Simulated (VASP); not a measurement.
Input of a VASP 6.6.1 run:

The input INCAR:

```
SYSTEM = CuO
ALGO     = Normal         ! electronic algorithm
EDIFF    = 1E-6           ! SCF threshold, eV
ENCUT    = 520            ! plane-wave cutoff, eV
GGA      = CA             ! functional
ISIF     = 2              ! what is computed and relaxed
ISMEAR   = 0              ! smearing method
LASPH    = .True.         ! aspherical terms in the spheres
LCHARG   = .False.        ! write CHGCAR
LREAL    = .False.        ! projectors in reciprocal space
LWAVE    = .False.        ! write WAVECAR
NBANDS   = 25             ! bands
NELM     = 60             ! most SCF steps
PREC     = Accurate       ! precision mode
SIGMA    = 0.1            ! smearing width, eV
```

Contents of KPOINTS:

```
k-points
0
Gamma
  14 14 8
  0 0 0
```

Contents of POSCAR:

```
CuO
1.0
    1.9909680000     -2.1535500000      0.0000000000
    1.9909680000      2.1535500000      0.0000000000
    0.0000000000      0.0000000000      5.1559280000
Cu O
2 2
Direct
    0.0000000000      0.5000000000      0.0000000000
    0.5000000000      0.0000000000      0.5000000000
    0.5000000000      0.5000000000      0.2500000000
    0.5000000000      0.5000000000      0.7500000000
```

Potentials or basis: VASP PAW LDA potentials, release 64 (Cu, O).

Run with:

```bash
$ cat potpaw_LDA.64/Cu/POTCAR potpaw_LDA.64/O/POTCAR > POTCAR
$ mpirun -np 1 vasp_std > vasp.out
```

(1) What does it give for the band gap on the k mesh?

(2) What does it give for the pressure?

Answers

(1) zero (bands 17 and 18 overlap by 1.11 eV).

(2) -11.4 GPa.

Caveat: the cell stands under tension; semilocal functionals often make such compounds metallic where correlation or magnetic order opens a gap, which also shifts bond lengths.
